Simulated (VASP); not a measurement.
# BaS (Fm-3m) in VASP: dielectric tensor with PBE

Aim: the dielectric tensor of BaS with PBE.

All numbers are computed with VASP 6.6.1; they aren't measurements. Logs are shortened: lines on timing, memory, paths and dates and some standing lists are left out, and cuts for length are marked.

### Step 1. The cell of the first run

The structure is cubic, space group Fm-3m (No. 225). Conventional cell: a = 6.424 Å, b = 6.424 Å, c = 6.424 Å, α = 90.00°, β = 90.00°, γ = 90.00°. Within 4.2 Å of Ba (site symmetry m-3m) lie 6 S at 3.21 Å. Within 4.2 Å of S (site symmetry m-3m) lie 6 Ba at 3.21 Å.

### Step 2. Dielectric tensor, PBE

Contents of INCAR:

```
SYSTEM = BaS
ALGO     = Normal         ! electronic algorithm
EDIFF    = 1E-8           ! SCF threshold, eV
ENCUT    = 520            ! plane-wave cutoff, eV
GGA      = PE             ! functional
ISIF     = 2              ! what is computed and relaxed
ISMEAR   = 0              ! smearing method
LASPH    = .True.         ! aspherical terms in the spheres
LCHARG   = .False.        ! write CHGCAR
LEPSILON = .True.         ! dielectric tensor by DFPT
LREAL    = .False.        ! projectors in reciprocal space
LWAVE    = .False.        ! write WAVECAR
NELM     = 100            ! most SCF steps
PREC     = Accurate       ! precision mode
SIGMA    = 0.01           ! smearing width, eV
```

Contents of KPOINTS:

```
k-points
0
Gamma
  6 6 6
  0 0 0
```

Contents of POSCAR:

```
BaS
1.0
    0.0000000000      3.2119099333      3.2119099333
    3.2119099333      0.0000000000      3.2119099333
    3.2119099333      3.2119099333      0.0000000000
Ba S
1 1
Direct
    0.0000000000      0.0000000000      0.0000000000
    0.5000000000      0.5000000000      0.5000000000
```

Potentials or basis: VASP PAW PBE potentials, release 64 (Ba_sv, S).

Command:

```sh
cat potpaw_PBE.64/Ba_sv/POTCAR potpaw_PBE.64/S/POTCAR > POTCAR
mpirun -np 1 vasp_std > vasp.out
```

OUTCAR:

```text
SYSTEM = BaS
   EDIFF = 1E-8
   ENCUT = 520
   GGA = PE
   ISIF = 2
   ISMEAR = 0
   LASPH = .True.
   LEPSILON = .True.
   LREAL = .False.
   NELM = 100
   PREC = Accurate

 ion  position               nearest neighbor table
   1  0.000  0.000  0.000-   2 3.21   2 3.21   2 3.21   2 3.21   2 3.21   2 3.21
   2  0.500  0.500  0.500-   1 3.21   1 3.21   1 3.21   1 3.21   1 3.21   1 3.21

  LATTYP: Found a face centered cubic cell.
 ALAT       =     6.4238198666

  Lattice vectors:

 A1 = (   0.0000000000,   3.2119099333,   3.2119099333)
 A2 = (   3.2119099333,   0.0000000000,   3.2119099333)
 A3 = (   3.2119099333,   3.2119099333,   0.0000000000)

Analysis of symmetry for initial positions (statically):
=====================================================================
 Subroutine PRICEL returns:
 Original cell was already a primitive cell.

 Routine SETGRP: Setting up the symmetry group for a
 face centered cubic supercell.

 Subroutine GETGRP returns: Found 48 space group operations
 (whereof 48 operations were pure point group operations)
 out of a pool of 48 trial point group operations.

The static configuration has the point symmetry O_h .

Analysis of symmetry for dynamics (positions and initial velocities):
=====================================================================
 Subroutine PRICEL returns:
 Original cell was already a primitive cell.

 Routine SETGRP: Setting up the symmetry group for a
 face centered cubic supercell.

 Subroutine GETGRP returns: Found 48 space group operations
 (whereof 48 operations were pure point group operations)
 out of a pool of 48 trial point group operations.

The dynamic configuration has the point symmetry O_h .

 Subroutine INISYM returns: Found 48 space group operations
 (whereof 48 operations are pure point group operations),
 and found     1 'primitive' translations

----------------------------------------------------------------------------------------

                                     Primitive cell

  volume of cell :      66.2705

  direct lattice vectors                    reciprocal lattice vectors
     0.000000000  3.211909933  3.211909933    -0.155670617  0.155670617  0.155670617
     3.211909933  0.000000000  3.211909933     0.155670617 -0.155670617  0.155670617
     3.211909933  3.211909933  0.000000000     0.155670617  0.155670617 -0.155670617

  length of vectors
     4.542326589  4.542326589  4.542326589     0.269629417  0.269629417  0.269629417

  position of ions in fractional coordinates (direct lattice)
     0.000000000  0.000000000  0.000000000
     0.500000000  0.500000000  0.500000000

  ion indices of the primitive-cell ions
   primitive index   ion index
                 1           1
                 2           2

----------------------------------------------------------------------------------------

 KPOINTS: k-points

Automatic generation of k-mesh.
 Grid dimensions read from file:
 generate k-points for:    6    6    6

 Generating k-lattice:

  Cartesian coordinates                     Fractional coordinates (reciprocal lattice)
    -0.025945103  0.025945103  0.025945103     0.166666667  0.000000000  0.000000000
     0.025945103 -0.025945103  0.025945103     0.000000000  0.166666667  0.000000000
     0.025945103  0.025945103 -0.025945103     0.000000000  0.000000000  0.166666667

  Length of vectors
     0.044938236  0.044938236  0.044938236

  Shift w.r.t. Gamma in fractional coordinates (k-lattice)
     0.000000000  0.000000000  0.000000000

 Subroutine IBZKPT returns following result:
 ===========================================

[... 67 lines left out ...]
   LEPSILON=     T    determine dielectric tensor
   LRPA    =     F    only Hartree local field effects (RPA)
 non-spin polarized calculation
 Gauss-broadening in eV      SIGMA  =   0.01
  energy-cutoff  :      520.00
  volume of cell :       66.27
 maximum number of plane-waves:      1807
 NGX is ok and might be reduce to    36
   NGX = 17   NGY = 17   NGZ = 17

--------------------------------------- Ionic step        1  -------------------------------------------

 number of electron      16.0000002 magnetization

 E-fermi :   1.4136     XC(G=0):  -8.5553

 val. band max:        1.3665925355   @ k =   0.0000   0.0000   0.0000
 cond. band min:       3.5016176708   @ k =   0.5000   0.5000   0.0000
 fundamental gap:      2.1350251353
 Fermi energy:         1.4136358903

 k-point     1 :       0.0000    0.0000    0.0000
  band No.  band energies     occupation
      1     -24.7625      2.00000
      2      -9.8199      2.00000
      3      -9.8199      2.00000
      4      -9.8199      2.00000
      5      -8.9678      2.00000
      6       1.3666      2.00000
      7       1.3666      2.00000
      8       1.3666      2.00000
      9       4.8835      0.00000
     10       5.2323      0.00000
     11       5.2323      0.00000
     12       5.2323      0.00000
[... 211 lines left out ...]
 k-point    16 :      -0.3333    0.5000    0.1667
  band No.  band energies     occupation
      1     -24.7091      2.00000
      2     -10.2464      2.00000
      3     -10.2073      2.00000
      4     -10.0700      2.00000
      5      -8.4891      2.00000
      6       0.4864      2.00000
      7       0.8235      2.00000
      8       0.9760      2.00000
      9       4.5733      0.00000
     10       6.8582      0.00000
     11       7.4710      0.00000
     12       8.2512      0.00000

  FORCE on cell =-STRESS in cart. coord.  units (eV):
  Direction    XX          YY          ZZ          XY          YZ          ZX
  --------------------------------------------------------------------------------------
  -------------------------------------------------------------------------------------
  Total        0.2684471      0.2684471      0.2684471     -0.0000000     -0.0000000      0.0000000
  in kB        6.4900666      6.4900666      6.4900666     -0.0000000     -0.0000000      0.0000000
  external PRESSURE =       6.4900666 kB  Pullay stress =       0.0000000 kB

 VOLUME and BASIS-vectors are now :
 -----------------------------------------------------------------------------
  energy-cutoff  :      520.00
  volume of cell :       66.27
      direct lattice vectors                 reciprocal lattice vectors
     0.000000000  3.211909933  3.211909933    -0.155670617  0.155670617  0.155670617
     3.211909933  0.000000000  3.211909933     0.155670617 -0.155670617  0.155670617
     3.211909933  3.211909933  0.000000000     0.155670617  0.155670617 -0.155670617

 POSITION                                       TOTAL-FORCE (eV/Angst)
 -----------------------------------------------------------------------------------
      0.00000      0.00000      0.00000        -0.000000     -0.000000     -0.000000
      3.21191      3.21191      3.21191         0.000000      0.000000      0.000000
 -----------------------------------------------------------------------------------
    total drift:                                0.000000      0.000000      0.000000

  FREE ENERGIE OF THE ION-ELECTRON SYSTEM (eV)
  ---------------------------------------------------
  free  energy   TOTEN  =       -10.1919264624 eV

  energy  without entropy=      -10.1919264624  energy(sigma->0) =      -10.19192646

 HEAD OF MICROSCOPIC STATIC DIELECTRIC TENSOR (INDEPENDENT PARTICLE, excluding Hartree and local field effects)
 ------------------------------------------------------
           5.313789     0.000000     0.000000
           0.000000     5.313789     0.000000
          -0.000000     0.000000     5.313789
 ------------------------------------------------------

 Free energy of the ion-electron system (eV)
  ---------------------------------------------------
  ---------------------------------------------------
  free energy    TOTEN  =        -0.79897716 eV

  energy without entropy =       -0.79897716

------------------------ aborting loop because EDIFF is reached ----------------------------------------

--------------------------------------- Ionic step        2  -------------------------------------------

------------------------ aborting loop because EDIFF is reached ----------------------------------------

--------------------------------------- Ionic step        3  -------------------------------------------

 Free energy of the ion-electron system (eV)
  ---------------------------------------------------
  ---------------------------------------------------
  free energy    TOTEN  =        -0.79897698 eV

  energy without entropy =       -0.79897698

------------------------ aborting loop because EDIFF is reached ----------------------------------------

 PIEZOELECTRIC TENSOR FIELD DIRECTION 3  (e Angst)
 -----------------------------------------------------------------------------
     0.00037  0.00000  0.00000           (  0.00000  0.00000  0.00000)
     0.00000  0.00037 -0.00000           (  0.00000  0.00000 -0.00000)
     0.00000 -0.00000 -0.00286           (  0.00000 -0.00000  0.00000)

 PIEZOELECTRIC TENSOR FIELD DIRECTION 3  (C/m^2)
 -----------------------------------------------------------------------------
     0.00009  0.00000  0.00000
     0.00000  0.00009 -0.00000
     0.00000 -0.00000 -0.00069

 MACROSCOPIC STATIC DIELECTRIC TENSOR (including local field effects in DFT)
 ------------------------------------------------------
           4.876413     0.000000     0.000000
          -0.000000     4.876413     0.000000
          -0.000000    -0.000000     4.876413
 ------------------------------------------------------

 PIEZOELECTRIC TENSOR (including local field effects)  for field in x, y, z        (e  Angst)
          XX          YY          ZZ          XY          YZ          ZX
  --------------------------------------------------------------------------------
  x     0.00000     0.00000     0.00000     0.00000     0.00000     0.00000
  y     0.00000     0.00000     0.00000     0.00000     0.00000     0.00000
  z     0.00000     0.00000     0.00000     0.00000     0.00000     0.00000

 PIEZOELECTRIC TENSOR (including local field effects)  for field in x, y, z        (C/m^2)
          XX          YY          ZZ          XY          YZ          ZX
  --------------------------------------------------------------------------------
  x     0.00000     0.00000     0.00000     0.00000     0.00000     0.00000
  y     0.00000     0.00000     0.00000     0.00000     0.00000     0.00000
  z     0.00000     0.00000     0.00000     0.00000     0.00000     0.00000

 BORN EFFECTIVE CHARGES (including local field effects) (in |e|, cummulative output)
 ---------------------------------------------------------------------------------
 ion    1
    1     2.62095    -0.00000     0.00000
    2     0.00000     2.62095     0.00000
    3     0.00000     0.00000     2.62095
 ion    2
    1    -2.62095     0.00000    -0.00000
    2    -0.00000    -2.62095    -0.00000
    3     0.00000    -0.00000    -2.62095
```

It took 2.2 min on 1 thread of AMD EPYC 9R45 (Zen 5), shared host; peak memory 0.23 GiB.

Results:

```
Band gap on the k mesh                  : 2.13 eV (least direct gap 2.28 eV)
Electronic dielectric tensor (diagonal) : 4.88
Born charges (mean of the diagonal)     : Ba +2.62; S -2.62 e
```

Electronic dielectric tensor:
```
4.88 0.00 0.00
0.00 4.88 0.00
0.00 0.00 4.88
```

Born effective charge tensors (e):
atom 1, Ba
```
2.62 0.00 0.00
0.00 2.62 0.00
0.00 0.00 2.62
```
atom 2, S
```
-2.62  0.00  0.00
 0.00 -2.62  0.00
 0.00  0.00 -2.62
```

Caveat: spin-orbit coupling is left out, which moves the levels of the heavy elements. A k mesh can miss the band edges.
